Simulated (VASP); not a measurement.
# CoSi (Pm-3m) in VASP: further runs

Aim: see how the results for CoSi move with the level of theory and the settings. Levels: PBE, PBEsol. Tasks: single point.

All numbers are computed with VASP 6.6.1; they aren't measurements. Logs are shortened: lines on timing, memory, paths and dates and some standing lists are left out, and cuts for length are marked.

## 1. The cell of the first run

It takes space group Pm-3m (No. 221, cubic). The conventional cell has a = 2.818 Å, b = 2.818 Å, c = 2.818 Å, α = 90.00°, β = 90.00°, γ = 90.00°. Co (site symmetry m-3m) has 8 Si at 2.44 Å and 6 Co at 2.82 Å within 3.2 Å. Within 3.2 Å of Si (site symmetry m-3m) lie 8 Co at 2.44 Å and 6 Si at 2.82 Å.

## 2. Single point, PBE, collinear spin, ferromagnetic start (volume scaled by 1.04)

Input file INCAR:

```
SYSTEM = CoSi
  ALGO = Normal
  EDIFF = 1E-7
  ENCUT = 520
  GGA = PE
  ISIF = 2
  ISMEAR = -1
  ISPIN = 2
  LASPH = .True.
  LCHARG = .False.
  LMAXMIX = 4
  LORBIT = 11
  LREAL = .False.
  LWAVE = .False.
  MAGMOM = 2 0
  NBANDS = 18
  NELM = 150
  PREC = Accurate
  SIGMA = 0.05
```

Input file KPOINTS:

```
k-points
0
Gamma
  10 10 10
  0 0 0
```

Input file POSCAR:

```
CoSi
1.0
    2.8179346973      0.0000000000      0.0000000000
    0.0000000000      2.8179346973      0.0000000000
    0.0000000000      0.0000000000      2.8179346973
Co Si
1 1
Direct
    0.0000000000      0.0000000000      0.0000000000
    0.5000000000      0.5000000000      0.5000000000
```

Potentials or basis: VASP PAW PBE potentials, release 64 (Co, Si).

Run with:

```
cat potpaw_PBE.64/Co/POTCAR potpaw_PBE.64/Si/POTCAR > POTCAR
mpirun -np 1 vasp_std > vasp.out
```

OUTCAR:

```text
SYSTEM = CoSi
   EDIFF = 1E-7
   ENCUT = 520
   GGA = PE
   ISIF = 2
   ISMEAR = -1
   ISPIN = 2
   LASPH = .True.
   LORBIT = 11
   LREAL = .False.
   NELM = 150
   PREC = Accurate

 ion  position               nearest neighbor table
   1  0.000  0.000  0.000-   2 2.44   2 2.44   2 2.44   2 2.44   2 2.44   2 2.44   2 2.44   2 2.44

   2  0.500  0.500  0.500-   1 2.44   1 2.44   1 2.44   1 2.44   1 2.44   1 2.44   1 2.44   1 2.44

  LATTYP: Found a simple cubic cell.
 ALAT       =     2.8179346973

  Lattice vectors:

 A1 = (   2.8179346973,   0.0000000000,   0.0000000000)
 A2 = (   0.0000000000,   2.8179346973,   0.0000000000)
 A3 = (   0.0000000000,   0.0000000000,   2.8179346973)

Analysis of symmetry for initial positions (statically):
=====================================================================
 Subroutine PRICEL returns:
 Original cell was already a primitive cell.

 Routine SETGRP: Setting up the symmetry group for a
 simple cubic supercell.

 Subroutine GETGRP returns: Found 48 space group operations
 (whereof 48 operations were pure point group operations)
 out of a pool of 48 trial point group operations.

The static configuration has the point symmetry O_h .

Analysis of symmetry for dynamics (positions and initial velocities):
=====================================================================
 Subroutine PRICEL returns:
 Original cell was already a primitive cell.

 Routine SETGRP: Setting up the symmetry group for a
 simple cubic supercell.

 Subroutine GETGRP returns: Found 48 space group operations
 (whereof 48 operations were pure point group operations)
 out of a pool of 48 trial point group operations.

The dynamic configuration has the point symmetry O_h .

Analysis of structural, dynamic, and magnetic symmetry:
=====================================================================
 Subroutine PRICEL returns:
 Original cell was already a primitive cell.

 Routine SETGRP: Setting up the symmetry group for a
 simple cubic supercell.

 Subroutine GETGRP returns: Found 48 space group operations
 (whereof 48 operations were pure point group operations)
 out of a pool of 48 trial point group operations.

The overall configuration has the point symmetry O_h .

 Subroutine INISYM returns: Found 48 space group operations
 (whereof 48 operations are pure point group operations),
 and found     1 'primitive' translations

----------------------------------------------------------------------------------------

                                     Primitive cell

  volume of cell :      22.3765

  direct lattice vectors                    reciprocal lattice vectors
     2.817934697  0.000000000  0.000000000     0.354869828  0.000000000  0.000000000
     0.000000000  2.817934697  0.000000000     0.000000000  0.354869828  0.000000000
[... 113 lines left out ...]
   IVDW    =     0    specifies the selected vdW correction
   LEPSILON=     F    determine dielectric tensor
   LRPA    =     F    only Hartree local field effects (RPA)
 spin polarized calculation
  energy-cutoff  :      520.00
  volume of cell :       22.38
 maximum number of plane-waves:       624
 NGX is ok and might be reduce to    24
   NGX = 11   NGY = 11   NGZ = 11

 number of electron      12.9999995 magnetization       0.5588391

 Free energy of the ion-electron system (eV)
  ---------------------------------------------------
  ext. energy  EPLUGINS =         0.00000000
  ---------------------------------------------------
  free energy    TOTEN  =       -13.27339446 eV

  energy without entropy =      -13.25808129  energy(sigma->0) =      -13.26573787

 E-fermi :  12.2682     XC(G=0): -12.7447

 val. band max:       12.2653048884   @ k =   0.4000   0.3000   0.0000
 cond. band min:      12.2840326935   @ k =   0.4000   0.0000   0.0000
 fundamental gap:      0.0187278051
 Fermi energy:        12.2682325701

 spin component 1

 k-point     1 :       0.0000    0.0000    0.0000
  band No.  band energies     occupation
      1      -1.6781      1.00000
      2       8.2945      1.00000
      3       8.2945      1.00000
      4      10.7174      1.00000
      5      10.7174      1.00000
      6      10.7174      1.00000
[... 493 lines left out ...]
     17      32.2213      0.00000
     18      37.1595      0.00000

 [... further k-points ...]

 spin component 2

 k-point     1 :       0.0000    0.0000    0.0000
  band No.  band energies     occupation
      1      -1.6737      1.00000
      2       8.9163      1.00000
      3       8.9163      1.00000
      4      11.0900      1.00000
      5      11.0900      1.00000
      6      11.0900      1.00000
[... 493 lines left out ...]
     17      32.2799      0.00000
     18      37.2326      0.00000

 [... further k-points ...]

------------------------ aborting loop because EDIFF is reached ----------------------------------------

  FORCE on cell =-STRESS in cart. coord.  units (eV):
  Direction    XX          YY          ZZ          XY          YZ          ZX
  --------------------------------------------------------------------------------------
  -------------------------------------------------------------------------------------
  Total       -1.0123581     -1.0123581     -1.0123581      0.0000000      0.0000000      0.0000000
  in kB      -72.4856358    -72.4856358    -72.4856358      0.0000000      0.0000000      0.0000000
  external PRESSURE =     -72.4856358 kB  Pullay stress =       0.0000000 kB

 VOLUME and BASIS-vectors are now :
 -----------------------------------------------------------------------------
  energy-cutoff  :      520.00
  volume of cell :       22.38
      direct lattice vectors                 reciprocal lattice vectors
     2.817934697  0.000000000  0.000000000     0.354869828  0.000000000  0.000000000
     0.000000000  2.817934697  0.000000000     0.000000000  0.354869828  0.000000000
     0.000000000  0.000000000  2.817934697     0.000000000  0.000000000  0.354869828

 POSITION                                       TOTAL-FORCE (eV/Angst)
 -----------------------------------------------------------------------------------
      0.00000      0.00000      0.00000         0.000000      0.000000      0.000000
      1.40897      1.40897      1.40897         0.000000      0.000000      0.000000
 -----------------------------------------------------------------------------------
    total drift:                                0.000000      0.000000      0.000000

  FREE ENERGIE OF THE ION-ELECTRON SYSTEM (eV)
  ---------------------------------------------------
  free  energy   TOTEN  =       -13.2733944555 eV

  energy  without entropy=      -13.2580812903  energy(sigma->0) =      -13.26573787

 total charge

# of ion       s       p       d       tot
------------------------------------------
    1        0.422   0.549   7.542   8.513
    2        0.714   0.838   0.000   1.552
--------------------------------------------------
tot          1.136   1.387   7.542  10.065

 magnetization (x)

# of ion       s       p       d       tot
------------------------------------------
    1        0.007  -0.000   0.562   0.569
    2        0.001   0.008   0.000   0.009
--------------------------------------------------
tot          0.007   0.008   0.562   0.578
```

OSZICAR:

```text
N       E                     dE             d eps       ncg     rms          rms(c)
DAV:   1     0.454305603401E+02    0.45431E+02   -0.50746E+03  4136   0.742E+02
DAV:   2    -0.120396079130E+02   -0.57470E+02   -0.50474E+02  4486   0.164E+02
DAV:   3    -0.146310726375E+02   -0.25915E+01   -0.25350E+01  4772   0.362E+01
DAV:   4    -0.146634489854E+02   -0.32376E-01   -0.32338E-01  4748   0.358E+00
DAV:   5    -0.146641728341E+02   -0.72385E-03   -0.72379E-03  4852   0.548E-01    0.146E+01
DAV:   6    -0.178619624108E+02   -0.31978E+01   -0.38210E+01  4468   0.746E+01    0.186E+01
DAV:   7    -0.132952322697E+02    0.45667E+01   -0.20939E+01  4584   0.505E+01    0.234E+00
DAV:   8    -0.132877747043E+02    0.74576E-02   -0.18694E-01  4808   0.284E+00    0.137E+00
DAV:   9    -0.132746533049E+02    0.13121E-01   -0.22063E-02  5336   0.157E+00    0.614E-01
DAV:  10    -0.132734961070E+02    0.11572E-02   -0.70504E-04  5574   0.213E-01    0.199E-01
DAV:  11    -0.132734154183E+02    0.80689E-04   -0.11398E-04  5030   0.114E-01    0.887E-02
DAV:  12    -0.132734060863E+02    0.93320E-05   -0.98002E-05  5372   0.972E-02    0.339E-02
DAV:  13    -0.132733964083E+02    0.96780E-05   -0.17138E-06  4906   0.113E-02    0.142E-02
DAV:  14    -0.132733949167E+02    0.14917E-05   -0.73155E-07  4808   0.708E-03    0.424E-03
DAV:  15    -0.132733944681E+02    0.44851E-06   -0.32073E-07  2692   0.470E-03    0.791E-04
DAV:  16    -0.132733944555E+02    0.12689E-07   -0.24929E-08  2194   0.121E-03
   1 F= -.13273394E+02 E0= -.13265738E+02  d E =-.153132E-01  mag=     0.5589
```

stdout:

```text
POSCAR found type information on POSCAR CoSi
 POSCAR found :  2 types and       2 ions
 scaLAPACK will be used
 LDA part: xc-table for (Slater+PW92), standard interpolation
 POSCAR, INCAR and KPOINTS ok, starting setup
 FFT: planning ... GRIDC
 FFT: planning ... GRID_SOFT
 FFT: planning ... GRID
 WAVECAR not read
 entering main loop
```

Wall time 20 s (1 thread of Intel Xeon 6975P-C (Granite Rapids), shared host); peak memory 0.17 GiB.

What came out:

```yaml
Free_energy: -13.2734 eV
Pressure: -7.2 GPa
Net_moment: 0.56 μB per cell
Site_moments: Co +0.57; Si +0.01 μB
Valence_electrons_inside_the_program's_atomic_spheres: Co 8.51; Si 1.55
```

Levels at points of the mesh, in eV from the Fermi level:
Spin up:
```csv
k point,band 3,band 4,band 5,band 6,band 7,band 8,band 9,band 10,band 11,band 12
"(0.00, 0.00, 0.00)",-3.97,-1.55,-1.55,-1.55,2.83,2.83,2.83,7.28,7.28,11.26
"(0.50, 0.00, 0.00)",-3.30,-2.73,-2.73,-1.41,-0.81,6.66,7.65,7.65,9.24,9.24
"(0.50, 0.50, 0.00)",-5.13,-4.05,-2.29,-2.29,-1.11,1.11,1.54,7.70,13.10,14.20
"(0.50, 0.50, 0.50)",-5.75,-1.97,-1.07,-1.07,1.32,1.32,1.32,3.21,3.21,3.21
```
Spin down:
| k point | band 3 | band 4 | band 5 | band 6 | band 7 | band 8 | band 9 | band 10 |
| --- | --- | --- | --- | --- | --- | --- | --- | --- |
| (0.00, 0.00, 0.00) | -3.35 | -1.18 | -1.18 | -1.18 | 2.84 | 2.84 | 2.84 | 7.55 |
| (0.50, 0.00, 0.00) | -2.56 | -2.43 | -2.43 | -1.03 | 0.06 | 6.65 | 7.74 | 7.74 |
| (0.50, 0.50, 0.00) | -5.13 | -3.60 | -1.96 | -1.96 | -0.18 | 1.43 | 2.04 | 7.70 |
| (0.50, 0.50, 0.50) | -5.62 | -1.97 | -0.14 | -0.14 | 1.33 | 1.33 | 1.33 | 3.46 |

(Part 1 of 2 ends here.)
